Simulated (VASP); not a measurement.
# Ni (Fm-3m) in VASP: a series of runs

Ni is run at these levels: LDA; tasks: single point.

Program: VASP 6.6.1. These are calculated values, not measurements. Logs are shortened: lines on timing, memory, paths and dates and some standing lists are left out, and cuts for length are marked.

### Step 1. The cell of the first run

It takes space group Fm-3m (No. 225, cubic). Conventional cell: a = 3.619 Å, b = 3.619 Å, c = 3.619 Å, α = 90.00°, β = 90.00°, γ = 90.00°. Within 3.4 Å of Ni (site symmetry m-3m) lie 12 Ni at 2.56 Å.

### Step 2. Single point, LDA, collinear spin, ferromagnetic start

File INCAR:

```
SYSTEM = Ni
PREC = Accurate
ENCUT = 520
EDIFF = 1E-6
ISMEAR = 0
SIGMA = 0.15
LREAL = .FALSE.
LASPH = .TRUE.
NELM = 150
ALGO = Normal
ISIF = 2
LWAVE = .FALSE.
LCHARG = .FALSE.
ISPIN = 2
MAGMOM = 0.125
LORBIT = 11
NUPDOWN = 0.125
LMAXMIX = 4
NBANDS = 15
```

File KPOINTS:

```
regular mesh
0
G
  24 24 24
  0 0 0
```

File POSCAR:

```
Ni
1.0
    0.0000000000      1.8092629499      1.8092629499
    1.8092629499      0.0000000000      1.8092629499
    1.8092629499      1.8092629499      0.0000000000
Ni
1
Direct
    0.0000000000      0.0000000000      0.0000000000
```

Potentials or basis: VASP PAW LDA potentials, release 64 (Ni).

Launch:

```
> cat potpaw_LDA.64/Ni/POTCAR > POTCAR
> mpirun -np 1 vasp_std > vasp.out
```

OUTCAR:

```text
SYSTEM = Ni
   PREC = Accurate
   ENCUT = 520
   EDIFF = 1E-6
   ISMEAR = 0
   LREAL = .FALSE.
   LASPH = .TRUE.
   NELM = 150
   ISIF = 2
   ISPIN = 2
   LORBIT = 11
   NUPDOWN = 0.125

 ion  position               nearest neighbor table
   1  0.000  0.000  0.000-

  LATTYP: Found a face centered cubic cell.
 ALAT       =     3.6185258998

  Lattice vectors:

 A1 = (   0.0000000000,   1.8092629499,   1.8092629499)
 A2 = (   1.8092629499,   0.0000000000,   1.8092629499)
 A3 = (   1.8092629499,   1.8092629499,   0.0000000000)

Analysis of symmetry for initial positions (statically):
=====================================================================
 Subroutine PRICEL returns:
 Original cell was already a primitive cell.

 Routine SETGRP: Setting up the symmetry group for a
 face centered cubic supercell.

 Subroutine GETGRP returns: Found 48 space group operations
 (whereof 48 operations were pure point group operations)
 out of a pool of 48 trial point group operations.

The static configuration has the point symmetry O_h .

Analysis of symmetry for dynamics (positions and initial velocities):
=====================================================================
 Subroutine PRICEL returns:
 Original cell was already a primitive cell.

 Routine SETGRP: Setting up the symmetry group for a
 face centered cubic supercell.

 Subroutine GETGRP returns: Found 48 space group operations
 (whereof 48 operations were pure point group operations)
 out of a pool of 48 trial point group operations.

The dynamic configuration has the point symmetry O_h .

Analysis of structural, dynamic, and magnetic symmetry:
=====================================================================
 Subroutine PRICEL returns:
 Original cell was already a primitive cell.

 Routine SETGRP: Setting up the symmetry group for a
 face centered cubic supercell.

 Subroutine GETGRP returns: Found 48 space group operations
 (whereof 48 operations were pure point group operations)
 out of a pool of 48 trial point group operations.

The overall configuration has the point symmetry O_h .

 Subroutine INISYM returns: Found 48 space group operations
 (whereof 48 operations are pure point group operations),
 and found     1 'primitive' translations

----------------------------------------------------------------------------------------

                                     Primitive cell

  volume of cell :      11.8450

  direct lattice vectors                    reciprocal lattice vectors
     0.000000000  1.809262950  1.809262950    -0.276355629  0.276355629  0.276355629
     1.809262950  0.000000000  1.809262950     0.276355629 -0.276355629  0.276355629
     1.809262950  1.809262950  0.000000000     0.276355629  0.276355629 -0.276355629

  length of vectors
     2.558684202  2.558684202  2.558684202     0.478661990  0.478661990  0.478661990

  position of ions in fractional coordinates (direct lattice)
     0.000000000  0.000000000  0.000000000

  ion indices of the primitive-cell ions
   primitive index   ion index
                 1           1

----------------------------------------------------------------------------------------

 KPOINTS: regular mesh

Automatic generation of k-mesh.
 Grid dimensions read from file:
 generate k-points for:   24   24   24

 Generating k-lattice:

  Cartesian coordinates                     Fractional coordinates (reciprocal lattice)
    -0.011514818  0.011514818  0.011514818     0.041666667  0.000000000  0.000000000
     0.011514818 -0.011514818  0.011514818     0.000000000  0.041666667  0.000000000
     0.011514818  0.011514818 -0.011514818     0.000000000  0.000000000  0.041666667

  Length of vectors
     0.019944250  0.019944250  0.019944250

  Shift w.r.t. Gamma in fractional coordinates (k-lattice)
     0.000000000  0.000000000  0.000000000

 Subroutine IBZKPT returns following result:
 ===========================================

 Found    413 irreducible k-points:

 Following reciprocal coordinates:
            Coordinates               Weight
  0.000000  0.000000  0.000000      1.000000
  0.041667  0.000000  0.000000      8.000000
  0.083333  0.000000  0.000000      8.000000
  0.125000  0.000000  0.000000      8.000000
  0.166667  0.000000  0.000000      8.000000
  0.208333  0.000000  0.000000      8.000000
[... 16 lines left out ...]
  0.416667  0.041667  0.000000     24.000000
  0.458333  0.041667  0.000000     24.000000
 [... further k-points ...]
   k-points           NKPTS =    413   k-points in BZ     NKDIM =    413   number of bands    NBANDS=     15
   number of dos      NEDOS =    301   number of ions     NIONS =      1
   total plane-waves  NPLWV =   8000
   dimension x,y,z NGX =    20 NGY =   20 NGZ =   20
   dimension x,y,z NGXF=    40 NGYF=   40 NGZF=   40
   ions per type =               1
   NGX,Y,Z   is equivalent  to a cutoff of  12.99, 12.99, 12.99 a.u.
   NGXF,Y,Z  is equivalent  to a cutoff of  25.99, 25.99, 25.99 a.u.
 SYSTEM =  Ni
   PREC   = accura    normal or accurate (medium, high low for compatibility)
   ISTART =      0    job   : 0-new  1-cont  2-samecut
   ICHARG =      2    charge: 1-file 2-atom 10-const
   ISPIN  =      2    spin polarized calculation?
   LNONCOLLINEAR =      F non collinear calculations
   LSORBIT =      F    spin-orbit coupling
   LASPH  =      T    aspherical Exc in radial PAW
   ENCUT  =  520.0 eV  38.22 Ry    6.18 a.u.   4.76  4.76  4.76*2*pi/ulx,y,z
   NELM   =    150;   NELMIN=  2; NELMDL= -5     # of ELM steps
   EDIFF  = 0.1E-05   stopping-criterion for ELM
   LREAL  =      F    real-space projection
   EDIFFG = 0.1E-04   stopping-criterion for IOM
   NSW    =      0    number of steps for IOM
   IBRION =     -1    ionic relax: 0-MD 1-quasi-New 2-CG
   NFREE  =      0    steps in history (QN), initial steepest desc. (CG)
   ISIF   =      2    stress and relaxation
   ISYM   =      2    0-nonsym 1-usesym 2-fastsym
   POTIM  = 0.5000    time-step for ionic-motion
   TEBEG  =    0.0;   TEEND  =   0.0 temperature during run
   PSTRESS=    0.0 pullay stress
   NELECT =      10.0000    total number of electrons
   NUPDOWN=       0.1250    fix difference up-down
   EMIN   =  10.00;   EMAX   =-10.00  energy-range for DOS
   EFERMI =   0.00;   METHOD = LEGACY
   ISMEAR =     0;   SIGMA  =   0.15  broadening in eV -4-tet -1-fermi 0-gaus
   EFERMI_NEDOS =   21; number of points for ismear=-14 and -15
   IALGO  =     38    algorithm
   IMIX   =      4    mixing-type and parameters
     AMIX     =   0.40;   BMIX     =  1.00
     AMIX_MAG =   1.60;   BMIX_MAG =  1.00
  volume/ion in A,a.u.               =      11.84        79.93
  Fermi-wavevector in a.u.,A,eV,Ry     =   1.547259  2.923896 32.572508  2.394012
  Thomas-Fermi vector in A             =   2.652378
   LORBIT       =     11    0 simple, 1 ext, 2 COOP (PROOUT), +10 PAW based schemes
   GGA     = CA    functional components
   LHFCALC =     F    Hartree Fock is set to
   AEXX    =    0.0000 exact exchange contribution
   IVDW    =     0    specifies the selected vdW correction
   LEPSILON=     F    determine dielectric tensor
   LRPA    =     F    only Hartree local field effects (RPA)
 spin polarized calculation
 Gauss-broadening in eV      SIGMA  =   0.15
  energy-cutoff  :      520.00
  volume of cell :       11.84
 maximum number of plane-waves:       332
   NGX =  9   NGY =  9   NGZ =  9

 number of electron      10.0000000 magnetization       0.1250000

 number of electron       9.9999989 magnetization       0.1250000

 Free energy of the ion-electron system (eV)
  ---------------------------------------------------
  ext. energy  EPLUGINS =         0.00000000
  ---------------------------------------------------
  free energy    TOTEN  =        -6.36798569 eV

  energy without entropy =       -6.32598914  energy(sigma->0) =       -6.34698742

 E-fermi :   7.7444     XC(G=0): -13.1142

 val. band max:        7.7443203169   @ k =  -0.3333   0.3750   0.1250
 cond. band min:       7.6751135922   @ k =   0.5000   0.3750   0.0417
 fundamental gap:     -0.0692067247
 Fermi energy:         7.6732712974

 spin component 1

 k-point     1 :       0.0000    0.0000    0.0000
  band No.  band energies     occupation
      1      -0.5249      1.00000
      2       5.9879      1.00000
      3       5.9879      1.00000
      4       5.9879      1.00000
      5       6.9903      1.00000
      6       6.9903      1.00000
      7      30.9260      0.00000
      8      34.0410      0.00000
      9      34.0410      0.00000
     10      34.0410      0.00000
     11      36.8298      0.00000
     12      36.8298      0.00000
     13      36.8298      0.00000
     14      40.0950      0.00000
     15      45.2713      0.00000
[... 397 lines left out ...]
 k-point    24 :       0.4583    0.0417    0.0000
  band No.  band energies     occupation
      1       3.6609      1.00000
      2       5.9606      1.00000
      3       6.0145      1.00000
      4       6.9722      1.00000
      5       7.6082      0.73015
      6       7.9518      0.00432
      7      13.9139      0.00000
      8      29.2484      0.00000
      9      30.2335      0.00000
     10      30.8503      0.00000
     11      34.7213      0.00000
     12      35.1167      0.00000
     13      39.9556      0.00000
     14      49.2482      0.00000
     15      51.5078      0.00000

 [... further k-points ...]

 spin component 2

 k-point     1 :       0.0000    0.0000    0.0000
  band No.  band energies     occupation
      1      -0.5215      1.00000
      2       6.1185      1.00000
      3       6.1185      1.00000
      4       6.1185      1.00000
      5       7.1080      1.00000
      6       7.1080      1.00000
      7      30.9157      0.00000
      8      34.0479      0.00000
      9      34.0479      0.00000
     10      34.0479      0.00000
     11      36.8585      0.00000
     12      36.8585      0.00000
     13      36.8585      0.00000
     14      40.0839      0.00000
     15      45.2991      0.00000
[... 397 lines left out ...]
 k-point    24 :       0.4583    0.0417    0.0000
  band No.  band energies     occupation
      1       3.7339      1.00000
      2       6.0759      1.00000
      3       6.1317      1.00000
      4       7.0351      1.00000
      5       7.7446      0.49939
      6       8.0427      0.00246
      7      13.9793      0.00000
      8      29.2409      0.00000
      9      30.2540      0.00000
     10      30.8706      0.00000
     11      34.7383      0.00000
     12      35.1359      0.00000
     13      39.9846      0.00000
     14      49.2696      0.00000
     15      51.5245      0.00000

 [... further k-points ...]
[... 5 lines left out ...]
  --------------------------------------------------------------------------------------
  -------------------------------------------------------------------------------------
  Total       -2.1083828     -2.1083828     -2.1083828      0.0000000      0.0000000      0.0000000
  in kB     -285.1838910   -285.1838910   -285.1838910      0.0000000      0.0000000      0.0000000
  external PRESSURE =    -285.1838910 kB  Pullay stress =       0.0000000 kB

 VOLUME and BASIS-vectors are now :
 -----------------------------------------------------------------------------
  energy-cutoff  :      520.00
  volume of cell :       11.84
      direct lattice vectors                 reciprocal lattice vectors
     0.000000000  1.809262950  1.809262950    -0.276355629  0.276355629  0.276355629
     1.809262950  0.000000000  1.809262950     0.276355629 -0.276355629  0.276355629
     1.809262950  1.809262950  0.000000000     0.276355629  0.276355629 -0.276355629

 POSITION                                       TOTAL-FORCE (eV/Angst)
 -----------------------------------------------------------------------------------
      0.00000      0.00000      0.00000         0.000000      0.000000     -0.000000
 -----------------------------------------------------------------------------------
    total drift:                                0.000000      0.000000      0.000000

  FREE ENERGIE OF THE ION-ELECTRON SYSTEM (eV)
  ---------------------------------------------------
  free  energy   TOTEN  =        -6.3679856882 eV

  energy  without entropy=       -6.3259891428  energy(sigma->0) =       -6.34698742

 total charge

# of ion       s       p       d       tot
------------------------------------------
    1        0.462   0.421   8.303   9.186

 magnetization (x)

# of ion       s       p       d       tot
------------------------------------------
    1       -0.002  -0.005   0.135   0.128
```

Wall time 54 s (1 thread of Intel Xeon 6975P-C (Granite Rapids), shared host); peak memory 0.21 GiB.

Results:

```
Free energy                                           : -6.3680 eV
Pressure                                              : -28.5 GPa
Net moment                                            : 0.12 μB per cell
Site moments                                          : Ni +0.13 μB
Valence electrons inside the program's atomic spheres : Ni 9.19
```

Caveat: the total moment is fixed, so each spin has its own Fermi level.

### Step 3. Single point, LDA, collinear spin, ferromagnetic start

File INCAR:

```
SYSTEM = Ni
PREC = Accurate ; ENCUT = 520
EDIFF = 1E-7 ; ISMEAR = 0
SIGMA = 0.15 ; LREAL = .FALSE.
LASPH = .TRUE. ; NELM = 150
ALGO = Normal ; ISIF = 2
LWAVE = .FALSE. ; LCHARG = .FALSE.
ISPIN = 2 ; MAGMOM = 0.625
LORBIT = 11 ; NUPDOWN = 0.625
LMAXMIX = 4 ; NBANDS = 15
```

File KPOINTS:

```
Automatic mesh
0
G
  24 24 24
  0 0 0
```

POSCAR is that of step 2.

Potentials or basis: VASP PAW LDA potentials, release 64 (Ni).

Launch:

```
> cat potpaw_LDA.64/Ni/POTCAR > POTCAR
> mpirun -np 1 vasp_std > vasp.out
```

Run time: 61 s. Hardware: 1 thread of Intel Xeon 6975P-C (Granite Rapids), shared host; peak memory 0.21 GiB.

It converged, with:

```
Free energy                                           : -6.4028 eV
Pressure                                              : -27.8 GPa
Net moment                                            : 0.62 μB per cell
Site moments                                          : Ni +0.64 μB
Valence electrons inside the program's atomic spheres : Ni 9.18
```

Caveat: the total moment is fixed, so each spin has its own Fermi level.

### Step 4. Single point, LDA, collinear spin, ferromagnetic start

File INCAR:

```
ALGO = Normal
EDIFF = 1E-6
ENCUT = 520
GGA = CA
ISIF = 2
ISMEAR = 0
ISPIN = 2
LASPH = T
LCHARG = T
LELF = T
LMAXMIX = 4
LORBIT = 11
LREAL = F
LVHAR = T
LWAVE = F
MAGMOM = 0.875
NBANDS = 15
NELM = 150
NUPDOWN = 0.875
PREC = Accurate
SIGMA = 0.15
```

File KPOINTS:

```
k-points
0
Gamma
  24 24 24
```

POSCAR is that of step 3.

Launch:

```
> cat potpaw_LDA.64/Ni/POTCAR > POTCAR
> mpirun -np 1 vasp_std > vasp.out
```

Run time: 57 s. Hardware: 1 thread of Intel Xeon 6975P-C (Granite Rapids), shared host; peak memory 0.21 GiB.

It converged, with:

* Free energy: -6.3617 eV
* Pressure: -26.3 GPa
* Net moment: 0.87 μB per cell
* Site moments: Ni +0.87 μB
* Valence electrons inside the program's atomic spheres: Ni 9.18

Caveat: the total moment is fixed, so each spin has its own Fermi level.

### Step 5. The runs side by side

```csv
fixed moment (μB),pressure (GPa),moment (μB)
0.125,-28.5,0.12
0.625,-27.8,0.62
0.875,-26.3,0.87
```

Alike in all rows: task single point; level LDA; potentials or basis VASP PAW LDA potentials, release 64 (Ni); spin collinear, ferromagnetic start; cell as given; k mesh 24 × 24 × 24; cutoff (eV) 520; smearing gaussian 0.15 eV.

Caveats: the total moment is fixed, so each spin has its own Fermi level.

Absolute energies hang on the potentials; compare differences alone.
